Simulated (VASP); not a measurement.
Set up this calculation in VASP 6.6.1, as the native input.

```yaml
Task: relaxation of cell and atoms
Functional: PBE
Potentials_or_basis: VASP PAW PBE potentials, release 64 (Ge_d, Hg)
Cutoff: 600 eV
k_mesh: 4 × 4 × 4
Occupations: gaussian, width 0.1 eV
Spin: no spin polarisation
Dipole_correction: no
Further_INCAR_settings: ALGO = Normal; EDIFF = 1e-06; IBRION = 2; EDIFFG = -0.04; NSW = 90; ISIF = 3
```

The structure of HgGe3 lies in POSCAR:

```
HgGe3
1.0
    4.2455104150      0.0000000000      0.0000000000
    0.0000000000      4.2455104150      0.0000000000
    0.0000000000      0.0000000000      4.2455104150
Ge Hg
3 1
Direct
    0.0000000000      0.5000000000      0.5000000000
    0.5000000000      0.0000000000      0.5000000000
    0.5000000000      0.5000000000      0.0000000000
    0.0000000000      0.0000000000      0.0000000000
```

The input as run:

INCAR

```
SYSTEM = HgGe3
PREC     = Accurate       ! precision mode
ENCUT    = 600            ! plane-wave cutoff, eV
EDIFF    = 1E-6           ! SCF threshold, eV
ISMEAR   = 0              ! smearing method
SIGMA    = 0.1            ! smearing width, eV
LREAL    = .False.        ! projectors in reciprocal space
LASPH    = .True.         ! aspherical terms in the spheres
NELM     = 100            ! most SCF steps
ALGO     = Normal         ! electronic algorithm
ISIF     = 3              ! what is computed and relaxed
LWAVE    = .False.        ! write WAVECAR
LCHARG   = .False.        ! write CHGCAR
GGA      = PE             ! functional
IBRION   = 2              ! ionic algorithm
NSW      = 90             ! ionic steps
EDIFFG   = -0.04          ! ionic threshold
```

KPOINTS

```
regular mesh
0
Gamma
  4 4 4
  0 0 0
```

Potentials or basis: VASP PAW PBE potentials, release 64 (Ge_d, Hg).

Command:

```sh
$ cat potpaw_PBE.64/Ge_d/POTCAR potpaw_PBE.64/Hg/POTCAR > POTCAR
$ mpirun -np 1 vasp_std > vasp.out
```

It gave:

```
Relaxed volume                        : 21.08 Å³/atom
Relaxed cell                          : a = 4.385 Å, b = 4.385 Å, c = 4.385 Å, α = 90.00°, β = 90.00°, γ = 90.00°
Space group after relaxing (to 0.1 Å) : Pm-3m (No. 221)
Energy gained by relaxing             : 38.1 meV/atom
Ionic steps                           : 3
Pressure after relaxing               : 0.0 GPa
Band gap on the k mesh                : zero (bands 27 and 28 overlap by 4.60 eV)
```

Caveat: the k points lie up to 0.36 Å⁻¹ apart in the final cell, too coarse for converged energies and pressures of a metal; spin-orbit coupling is left out, which moves the levels of the heavy elements.

It took 110 s on 1 thread of Oxide Virtual Turin-like Processor (shared host), peak memory 0.19 GiB.
